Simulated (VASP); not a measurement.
Wanted: the native input for a VASP 6.6.1 run.

```yaml
Task: single point
Functional: PBE
Potentials_or_basis: VASP PAW PBE potentials, release 64 (Pb_d, S)
Cutoff: 520 eV
k_mesh: 14 × 14 × 14
Occupations: fermi-dirac, width 0.1 eV
Spin: no spin polarisation
Dipole_correction: no
Further_INCAR_settings: ALGO = Normal; EDIFF = 1e-07; NBANDS = 17
```

The structure of PbS (rocksalt type) lies in POSCAR:

```
PbS
1.0
    0.0000000000      2.7888700056      2.7888700056
    2.7888700056      0.0000000000      2.7888700056
    2.7888700056      2.7888700056      0.0000000000
Pb S
1 1
Direct
    0.0000000000      0.0000000000      0.0000000000
    0.5000000000      0.5000000000      0.5000000000
```

This cell differs from its parent crystal: volume scaled by 0.8.

One way to write it, as run:

INCAR

```
ALGO     = Normal         # electronic algorithm
EDIFF    = 1E-7           # SCF threshold, eV
ENCUT    = 520            # plane-wave cutoff, eV
GGA      = PE             # functional
ISIF     = 2              # what is computed and relaxed
ISMEAR   = -1             # smearing method
LASPH    = True           # aspherical terms in the spheres
LCHARG   = False          # write CHGCAR
LREAL    = False          # projectors in reciprocal space
LWAVE    = False          # write WAVECAR
NBANDS   = 17             # bands
NELM     = 60             # most SCF steps
PREC     = Accurate       # precision mode
SIGMA    = 0.1            # smearing width, eV
```

KPOINTS

```
k-points
0
Gamma
  14 14 14
```

Potentials or basis: VASP PAW PBE potentials, release 64 (Pb_d, S).

Command:

```bash
$ cat potpaw_PBE.64/Pb_d/POTCAR potpaw_PBE.64/S/POTCAR > POTCAR
$ mpirun -np 1 vasp_std > vasp.out
```

Results of the run:

* Pressure: 18.8 GPa
* Band gap on the k mesh: 0.35 eV, indirect (least direct gap 0.44 eV)

Caveat: spin-orbit coupling is left out, which moves the levels of the heavy elements.

It took 39 s on 1 thread of Intel(R) Xeon(R) 6975P-C (Granite Rapids), on a shared host, peak memory 0.22 GiB.
